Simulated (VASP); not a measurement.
# Li (a cell with a defect) in VASP: further runs, part 2 of 3

VASP 6.6.1.

## Step 3: Single point, PBE+D3(BJ)

INCAR

```
SYSTEM = Li
PREC = Accurate ; ENCUT = 520
EDIFF = 1E-7 ; ISMEAR = 0
SIGMA = 0.05 ; LREAL = Auto
LASPH = .TRUE. ; NELM = 100
ALGO = Normal ; ISIF = 2
LWAVE = .FALSE. ; LCHARG = .FALSE.
GGA = PE ; IVDW = 12
NBANDS = 40
```

KPOINTS

```
regular mesh
0
G
  3 3 3
  0 0 0
```

POSCAR

```
Li
1.0
    6.9800000000      0.0000000000      0.0000000000
    0.0000000000      6.9800000000      0.0000000000
    0.0000000000      0.0000000000      6.9800000000
Li
17
Direct
   -0.0577048711     -0.1188742120     -0.0676275072
    0.4837203438     -0.0089005731      0.0128127507
   -0.0169936963      0.4956159026      0.0080134670
    0.0062335244      0.0224236390      0.5213273639
    0.3072012894      0.3564240688      0.2816487106
    0.5289848138      0.5296014327     -0.0065909742
    0.4584594556      0.0314286533      0.4898083095
    0.7355793696      0.2372951289      0.2521726361
   -0.0183114613      0.4901051576      0.5208275072
    0.2409819484      0.7474328080      0.2729680516
    0.2511232092      0.2565103152      0.7786273639
    0.5365689112      0.4738568768      0.5436179083
    0.7453459885      0.7608150430      0.2745892550
    0.7501753582      0.2219795129      0.7871220630
    0.2579000000      0.7329553009      0.7380270774
    0.6946636103      0.7792585960      0.6930563037
    0.0976816619      0.1120017192      0.1400551576
```

Potentials or basis: VASP PAW PBE potentials, release 64 (Li_sv).

Run with:

```sh
$ cat potpaw_PBE.64/Li_sv/POTCAR > POTCAR
$ mpirun -np 1 vasp_std > vasp.out
```

OUTCAR:

```text
SYSTEM = Li
   PREC = Accurate
   ENCUT = 520
   EDIFF = 1E-7
   ISMEAR = 0
   LREAL = Auto
   LASPH = .TRUE.
   NELM = 100
   ISIF = 2
   GGA = PE
   IVDW = 12
 IVDW          = 12

 ion  position               nearest neighbor table
   1  0.942  0.881  0.932-  17 2.42  16 2.51
   2  0.484  0.991  0.013-
   3  0.983  0.496  0.008-
   4  0.006  0.022  0.521-
   5  0.307  0.356  0.282-  17 2.45  12 2.56
   6  0.529  0.530  0.993-
   7  0.458  0.031  0.490-
   8  0.736  0.237  0.252-
   9  0.982  0.490  0.521-
  10  0.241  0.747  0.273-
  11  0.251  0.257  0.779-
  12  0.537  0.474  0.544-   5 2.56
  13  0.745  0.761  0.275-
  14  0.750  0.222  0.787-
  15  0.258  0.733  0.738-
  16  0.695  0.779  0.693-   1 2.51
  17  0.098  0.112  0.140-   1 2.42   5 2.45

  LATTYP: Found a simple cubic cell.
 ALAT       =     6.9800000000

  Lattice vectors:

 A1 = (   6.9800000000,   0.0000000000,   0.0000000000)
 A2 = (   0.0000000000,   6.9800000000,   0.0000000000)
 A3 = (   0.0000000000,   0.0000000000,   6.9800000000)

Analysis of symmetry for initial positions (statically):
=====================================================================
 Subroutine PRICEL returns:
 Original cell was already a primitive cell.

 Routine SETGRP: Setting up the symmetry group for a
 simple cubic supercell.

 Subroutine GETGRP returns: Found  1 space group operations
 (whereof  1 operations were pure point group operations)
 out of a pool of 48 trial point group operations.

The static configuration has the point symmetry C_1 .

Analysis of symmetry for dynamics (positions and initial velocities):
=====================================================================
 Subroutine PRICEL returns:
 Original cell was already a primitive cell.

 Routine SETGRP: Setting up the symmetry group for a
 simple cubic supercell.

 Subroutine GETGRP returns: Found  1 space group operations
 (whereof  1 operations were pure point group operations)
 out of a pool of 48 trial point group operations.

The dynamic configuration has the point symmetry C_1 .

 Subroutine INISYM returns: Found  1 space group operations
 (whereof  1 operations are pure point group operations),
 and found     1 'primitive' translations

----------------------------------------------------------------------------------------

                                     Primitive cell

  volume of cell :     340.0684

  direct lattice vectors                    reciprocal lattice vectors
     6.980000000  0.000000000  0.000000000     0.143266476  0.000000000  0.000000000
     0.000000000  6.980000000  0.000000000     0.000000000  0.143266476  0.000000000
     0.000000000  0.000000000  6.980000000     0.000000000  0.000000000  0.143266476

  length of vectors
     6.980000000  6.980000000  6.980000000     0.143266476  0.143266476  0.143266476

  position of ions in fractional coordinates (direct lattice)
     0.942295129  0.881125788  0.932372493
     0.483720344  0.991099427  0.012812751
     0.983006304  0.495615903  0.008013467
     0.006233524  0.022423639  0.521327364
     0.307201289  0.356424069  0.281648711
     0.528984814  0.529601433  0.993409026
[... 68 lines left out ...]
 -0.333333  0.000000  0.333333      2.000000
  0.000000 -0.333333  0.333333      2.000000
  0.333333  0.333333  0.333333      2.000000
 -0.333333  0.333333  0.333333      2.000000
 -0.333333 -0.333333  0.333333      2.000000
  0.333333 -0.333333  0.333333      2.000000
   k-points           NKPTS =     14   k-points in BZ     NKDIM =     14   number of bands    NBANDS=     40
   number of dos      NEDOS =    301   number of ions     NIONS =     17
   total plane-waves  NPLWV = 157464
   dimension x,y,z NGX =    54 NGY =   54 NGZ =   54
   dimension x,y,z NGXF=   108 NGYF=  108 NGZF=  108
   ions per type =              17
   NGX,Y,Z   is equivalent  to a cutoff of  12.86, 12.86, 12.86 a.u.
   NGXF,Y,Z  is equivalent  to a cutoff of  25.72, 25.72, 25.72 a.u.
 SYSTEM =  Li
   PREC   = accura    normal or accurate (medium, high low for compatibility)
   ISTART =      0    job   : 0-new  1-cont  2-samecut
   ICHARG =      2    charge: 1-file 2-atom 10-const
   ISPIN  =      1    spin polarized calculation?
   LNONCOLLINEAR =      F non collinear calculations
   LSORBIT =      F    spin-orbit coupling
   LASPH  =      T    aspherical Exc in radial PAW
   ENCUT  =  520.0 eV  38.22 Ry    6.18 a.u.  12.98 12.98 12.98*2*pi/ulx,y,z
   NELM   =    100;   NELMIN=  2; NELMDL= -5     # of ELM steps
   EDIFF  = 0.1E-06   stopping-criterion for ELM
   LREAL  =      T    real-space projection
   EDIFFG = 0.1E-05   stopping-criterion for IOM
   NSW    =      0    number of steps for IOM
   IBRION =     -1    ionic relax: 0-MD 1-quasi-New 2-CG
   NFREE  =      0    steps in history (QN), initial steepest desc. (CG)
   ISIF   =      2    stress and relaxation
   ISYM   =      2    0-nonsym 1-usesym 2-fastsym
   POTIM  = 0.5000    time-step for ionic-motion
   TEBEG  =    0.0;   TEEND  =   0.0 temperature during run
   PSTRESS=    0.0 pullay stress
   NELECT =      51.0000    total number of electrons
   NUPDOWN=      -1.0000    fix difference up-down
   EMIN   =  10.00;   EMAX   =-10.00  energy-range for DOS
   EFERMI =   0.00;   METHOD = LEGACY
   ISMEAR =     0;   SIGMA  =   0.05  broadening in eV -4-tet -1-fermi 0-gaus
   EFERMI_NEDOS =   21; number of points for ismear=-14 and -15
   IALGO  =     38    algorithm
   IMIX   =      4    mixing-type and parameters
     AMIX     =   0.40;   BMIX     =  1.00
     AMIX_MAG =   1.60;   BMIX_MAG =  1.00
  volume/ion in A,a.u.               =      20.00       134.99
  Fermi-wavevector in a.u.,A,eV,Ry     =   0.869780  1.643646 10.293044  0.756517
  Thomas-Fermi vector in A             =   1.988651
   LORBIT       =      0    0 simple, 1 ext, 2 COOP (PROOUT), +10 PAW based schemes
   GGA     = PE    functional components
   LHFCALC =     F    Hartree Fock is set to
   AEXX    =    0.0000 exact exchange contribution
   IVDW    =    12    specifies the selected vdW correction
   LEPSILON=     F    determine dielectric tensor
   LRPA    =     F    only Hartree local field effects (RPA)
 non-spin polarized calculation
 Gauss-broadening in eV      SIGMA  =   0.05
  energy-cutoff  :      520.00
  volume of cell :      340.07
 maximum number of plane-waves:      9180
 NGX is ok and might be reduce to    54
   NGX = 25   NGY = 25   NGZ = 25

 number of electron      50.9999993 magnetization

 Free energy of the ion-electron system (eV)
  ---------------------------------------------------
  ext. energy  EPLUGINS =         0.00000000
  ---------------------------------------------------
  free energy    TOTEN  =       -31.76492138 eV

  energy without entropy =      -31.75959905  energy(sigma->0) =      -31.76226021

 E-fermi :   0.6180     XC(G=0):  -7.0717

 val. band max:        0.5836534953   @ k =  -0.3333   0.0000   0.3333
 cond. band min:       0.6526947547   @ k =   0.0000   0.0000   0.0000
 fundamental gap:      0.0690412593
 Fermi energy:         0.6180187413

 k-point     1 :       0.0000    0.0000    0.0000
  band No.  band energies     occupation
      1     -45.9981      2.00000
      2     -45.9683      2.00000
      3     -45.9433      2.00000
      4     -45.9385      2.00000
      5     -45.9105      2.00000
      6     -45.9082      2.00000
[... 549 lines left out ...]
     36       3.7032      0.00000
     37       3.8222      0.00000
 [bands above 37 left out]

------------------------ aborting loop because EDIFF is reached ----------------------------------------

 Edisp (eV)   -2.91897

 E8    (eV) :    -1.2178

  FORCE on cell =-STRESS in cart. coord.  units (eV):
  Direction    XX          YY          ZZ          XY          YZ          ZX
  --------------------------------------------------------------------------------------
  -------------------------------------------------------------------------------------
  Total      -2.92715    -1.78049    -2.87662     0.31857     0.37367     0.47360
  in kB     -13.79080    -8.38849   -13.55274     1.50091     1.76048     2.23131
  external pressure =      -11.91 kB  Pullay stress =        0.00 kB

 VOLUME and BASIS-vectors are now :
 -----------------------------------------------------------------------------
  energy-cutoff  :      520.00
  volume of cell :      340.07
      direct lattice vectors                 reciprocal lattice vectors
     6.980000000  0.000000000  0.000000000     0.143266476  0.000000000  0.000000000
     0.000000000  6.980000000  0.000000000     0.000000000  0.143266476  0.000000000
     0.000000000  0.000000000  6.980000000     0.000000000  0.000000000  0.143266476

 POSITION                                       TOTAL-FORCE (eV/Angst)
 -----------------------------------------------------------------------------------
      6.57722      6.15026      6.50796         0.001846     -0.008362     -0.009361
      3.37637      6.91787      0.08943        -0.014249      0.006436      0.005137
      6.86138      3.45940      0.05593        -0.004955      0.011408     -0.000825
      0.04351      0.15652      3.63887         0.004591      0.004790     -0.003997
      2.14427      2.48784      1.96591         0.004786     -0.001293     -0.005975
      3.69231      3.69662      6.93400         0.003162      0.006534      0.001180
[... 9 lines left out ...]
      4.84875      5.43923      4.83753        -0.003268     -0.008417     -0.002471
      0.68182      0.78177      0.97759         0.007887     -0.002902      0.001418
 -----------------------------------------------------------------------------------
    total drift:                                0.006955     -0.006846      0.004724

  FREE ENERGIE OF THE ION-ELECTRON SYSTEM (eV)
  ---------------------------------------------------
  free  energy   TOTEN  =       -34.6838882688 eV

  energy  without entropy=      -34.6785659346  energy(sigma->0) =      -34.68122710
```

It took 3.4 min on 1 thread of Intel Xeon 6975P-C (Granite Rapids), shared host; peak memory 0.4 GiB.

What came out:

- Free energy: -34.6839 eV
- Largest force: 0.016 eV/Å
- Dispersion energy per atom: -0.172 eV

Forces in eV/Å, atoms in the order of the input:
```
Li   0.002 -0.008 -0.009
Li  -0.014  0.006  0.005
Li  -0.005  0.011 -0.001
Li   0.005  0.005 -0.004
Li   0.005 -0.001 -0.006
Li   0.003  0.007  0.001
Li   0.002 -0.001  0.007
Li   0.002 -0.004  0.000
Li  -0.001 -0.003 -0.003
Li   0.000 -0.001  0.001
Li  -0.003 -0.005  0.003
Li  -0.002  0.006  0.000
Li  -0.001  0.001  0.002
Li  -0.001  0.001  0.009
Li   0.004 -0.003 -0.004
Li  -0.003 -0.008 -0.002
Li   0.008 -0.003  0.001
```

Caveat: the cutoff is under 1.25 times the usual one of these potentials, so pressure, stress and relaxed cells hold a basis-set (Pulay) error.

## Step 4: Single point, PBE+D3(BJ)

INCAR

```
SYSTEM = Li
PREC = Accurate
ENCUT = 520
EDIFF = 1E-6
ISMEAR = 0
SIGMA = 0.05
LREAL = Auto
LASPH = .TRUE.
NELM = 80
ALGO = Normal
ISIF = 2
LWAVE = .FALSE.
LCHARG = .FALSE.
GGA = PE
IVDW = 12
NBANDS = 40
```

KPOINTS

```
Automatic mesh
0
G
  3 3 3
  0 0 0
```

POSCAR

```
Li
1.0
    6.9800000000      0.0000000000      0.0000000000
    0.0000000000      6.9800000000      0.0000000000
    0.0000000000      0.0000000000      6.9800000000
Li
17
Direct
    0.0015717765     -0.0333161891      0.0056313754
    0.4535608883     -0.0057590258      0.0318184814
   -0.0536054441      0.5488909742     -0.0890385387
   -0.0080746418      0.0006863897      0.4758659026
    0.3411991404      0.2607823782      0.3672888252
    0.4803058739      0.4975179083     -0.0119154728
    0.5161030086     -0.0441393983      0.4778355301
    0.7285994269      0.2488810888      0.2317518625
   -0.0243236390      0.4838444126      0.5064502865
    0.2357527221      0.7042753582      0.2583093123
    0.2457975645      0.2300571633      0.7482646132
    0.5433636103      0.5241388252      0.5413636103
    0.7495497135      0.7183859599      0.2319799427
    0.7326391117      0.2208694842      0.7621358166
    0.2466455587      0.7523691977      0.7280329513
    0.7190875358      0.8037707736      0.7641714900
    0.1013478510      0.3136053009      0.1223015759
```

Potentials or basis: VASP PAW PBE potentials, release 64 (Li_sv).

Run with:

```sh
$ cat potpaw_PBE.64/Li_sv/POTCAR > POTCAR
$ mpirun -np 1 vasp_std > vasp.out
```

OUTCAR:

```text
SYSTEM = Li
   PREC = Accurate
   ENCUT = 520
   EDIFF = 1E-6
   ISMEAR = 0
   LREAL = Auto
   LASPH = .TRUE.
   NELM = 80
   ISIF = 2
   GGA = PE
   IVDW = 12
 IVDW          = 12

 ion  position               nearest neighbor table
   1  0.002  0.967  0.006-
   2  0.454  0.994  0.032-
   3  0.946  0.549  0.911-  17 2.46  16 2.59
   4  0.992  0.001  0.476-
   5  0.341  0.261  0.367-  17 2.42   7 2.57
   6  0.480  0.498  0.988-
   7  0.516  0.956  0.478-   5 2.57
   8  0.729  0.249  0.232-
   9  0.976  0.484  0.506-
  10  0.236  0.704  0.258-
  11  0.246  0.230  0.748-
  12  0.543  0.524  0.541-
  13  0.750  0.718  0.232-
  14  0.733  0.221  0.762-
  15  0.247  0.752  0.728-
  16  0.719  0.804  0.764-   3 2.59
  17  0.101  0.314  0.122-   5 2.42   3 2.46

  LATTYP: Found a simple cubic cell.
 ALAT       =     6.9800000000

  Lattice vectors:

 A1 = (   6.9800000000,   0.0000000000,   0.0000000000)
 A2 = (   0.0000000000,   6.9800000000,   0.0000000000)
[... 199 lines left out ...]
 cond. band min:       0.6227293809   @ k =  -0.3333   0.0000   0.3333
 fundamental gap:      0.0102886422
 Fermi energy:         0.6151873409

 k-point     1 :       0.0000    0.0000    0.0000
  band No.  band energies     occupation
      1     -46.0093      2.00000
      2     -45.9765      2.00000
      3     -45.9613      2.00000
      4     -45.9201      2.00000
      5     -45.9145      2.00000
      6     -45.9010      2.00000
[... 549 lines left out ...]
     36       3.7255      0.00000
     37       3.9538      0.00000
 [bands above 37 left out]

------------------------ aborting loop because EDIFF is reached ----------------------------------------

 Edisp (eV)   -2.91831

 E8    (eV) :    -1.2173

  FORCE on cell =-STRESS in cart. coord.  units (eV):
  Direction    XX          YY          ZZ          XY          YZ          ZX
  --------------------------------------------------------------------------------------
  -------------------------------------------------------------------------------------
  Total      -3.01478    -2.22038    -2.11425    -0.04707    -0.26551     0.61728
  in kB     -14.20367   -10.46096    -9.96093    -0.22175    -1.25093     2.90822
  external pressure =      -11.54 kB  Pullay stress =        0.00 kB

 VOLUME and BASIS-vectors are now :
 -----------------------------------------------------------------------------
  energy-cutoff  :      520.00
  volume of cell :      340.07
      direct lattice vectors                 reciprocal lattice vectors
     6.980000000  0.000000000  0.000000000     0.143266476  0.000000000  0.000000000
     0.000000000  6.980000000  0.000000000     0.000000000  0.143266476  0.000000000
     0.000000000  0.000000000  6.980000000     0.000000000  0.000000000  0.143266476

 POSITION                                       TOTAL-FORCE (eV/Angst)
 -----------------------------------------------------------------------------------
      0.01097      6.74745      0.03931         0.011272     -0.016970      0.030224
      3.16586      6.93980      0.22209        -0.003009      0.004735      0.007792
      6.60583      3.83126      6.35851        -0.016146     -0.002523     -0.029160
      6.92364      0.00479      3.32154         0.005938     -0.007209     -0.003278
      2.38157      1.82026      2.56368        -0.028333      0.006132     -0.019625
      3.35253      3.47267      6.89683         0.001539     -0.004358      0.010402
[... 9 lines left out ...]
      5.01923      5.61032      5.33392        -0.008200      0.011407      0.001957
      0.70741      2.18897      0.85366         0.027791      0.028976      0.025144
 -----------------------------------------------------------------------------------
    total drift:                               -0.004572      0.001997     -0.002909

  FREE ENERGIE OF THE ION-ELECTRON SYSTEM (eV)
  ---------------------------------------------------
  free  energy   TOTEN  =       -34.6693083008 eV

  energy  without entropy=      -34.6622374545  energy(sigma->0) =      -34.66577288
```

It took 3 min on 1 thread of Intel Xeon 6975P-C (Granite Rapids), shared host; peak memory 0.4 GiB.

What came out:

* Free energy: -34.6693 eV
* Largest force: 0.047 eV/Å
* Dispersion energy per atom: -0.172 eV

Forces in eV/Å, atoms in the order of the input:
```
Li   0.011 -0.017  0.030
Li  -0.003  0.005  0.008
Li  -0.016 -0.003 -0.029
Li   0.006 -0.007 -0.003
Li  -0.028  0.006 -0.020
Li   0.002 -0.004  0.010
Li  -0.004 -0.005 -0.012
Li   0.001 -0.007 -0.007
Li   0.009 -0.003 -0.010
Li   0.009  0.002  0.003
Li  -0.008 -0.011  0.003
Li   0.009 -0.012  0.012
Li  -0.003  0.002 -0.007
Li   0.004  0.010  0.001
Li  -0.007  0.005 -0.006
Li  -0.008  0.011  0.002
Li   0.028  0.029  0.025
```

Levels at points of the mesh, in eV from the Fermi level:
```csv
k point,band 23,band 24,band 25,band 26,band 27,band 28
"(0.00, 0.00, 0.00)",-1.17,-1.14,0.05,0.13,0.29,0.32
```

Caveat: the cutoff is under 1.25 times the usual one of these potentials, so pressure, stress and relaxed cells hold a basis-set (Pulay) error.

(Continued in part 3 of 3.)
